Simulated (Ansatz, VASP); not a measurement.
Zr in VASP and in Ansatz

The input POSCAR:

```
Zr
1.0
    1.8023103959     -5.7172988389      0.0000000000
    1.8023103959      5.7172988389      0.0000000000
    0.0000000000      0.0000000000      4.7698607456
Zr
4
Direct
    0.0980000000      0.9020000000      0.9100000000
    0.5980000000      0.4020000000      0.5900000000
    0.9020000000      0.0980000000      0.0900000000
    0.4020000000      0.5980000000      0.4100000000
```

File INCAR.step1:

```
ALGO = Normal
EDIFF = 1E-4
ENCUT = 600
GGA = PE
ISMEAR = 0
LASPH = True
LCHARG = False
LREAL = False
LWAVE = True
NELM = 100
PREC = Accurate
SIGMA = 0.1
```

Contents of INCAR.step2:

```
ALGO = Normal
EDIFF = 1E-6
EDIFFG = -0.04
ENCUT = 600
IBRION = 2
ISIF = 3
ISMEAR = 0
ISTART = 1
LASPH = True
LCHARG = False
LMIXTAU = True
LREAL = False
LWAVE = False
METAGGA = R2SCAN
NELM = 100
NSW = 90
PREC = Accurate
SIGMA = 0.1
```

KPOINTS

```
k-points
0
Gamma
  6 6 4
```

Input for Ansatz:

```yaml
crystal:
  lattice:
    - [1.8023103959, -5.7172988389, 0.0]
    - [1.8023103959, 5.7172988389, 0.0]
    - [0.0, 0.0, 4.7698607456]
  atoms:
    - { symbol: Zr, position: [0.098, 0.902, 0.91] }
    - { symbol: Zr, position: [0.598, 0.402, 0.59] }
    - { symbol: Zr, position: [0.902, 0.098, 0.09] }
    - { symbol: Zr, position: [0.402, 0.598, 0.41] }
basis:
  ecutwfc: 500
kpoints:
  mp_grid: { grid: [6, 6, 4] }
hamiltonian:
  xc: r2scan
scf:
  occupations: { method: gaussian, width: 0.1 }
  lower_state_search: "off"
output:
  forces: true
  stress: true
  eigenvalues: true
relax:
  adjacent_minimum: "off"
  f_tol: 0.04
  max_steps: 70
  cell: { stress_tol: 0.4 }
```

Alike in both runs: task relaxation of cell and atoms; functional r2SCAN; k mesh 6 × 6 × 4; occupations gaussian, width 0.1 eV; no spin polarisation.

```csv
,VASP,Ansatz
version,VASP 6.6.1,Ansatz 0.2.0
potentials or method,"VASP PAW PBE potentials, release 64 (Zr_sv), cutoff 600 eV","scalar-relativistic, plane waves, PAW"
valence electrons in the cell,48,48
```

|  | VASP | Ansatz | Ansatz less VASP |
| --- | --- | --- | --- |
| gap on the k mesh at the Fermi level, each at its own relaxed structure (eV) | none | none | - |
| relaxed volume (Å³/atom) | 23.65 | 23.57 | -0.079 |
| relaxed cell length with the largest relative difference (Å) | 5.462 | 5.444 | -0.0176 |

VASP's potentials were made for PBE, not for r2SCAN. A gap of «none» marks a metal or a gap that the smearing closes.
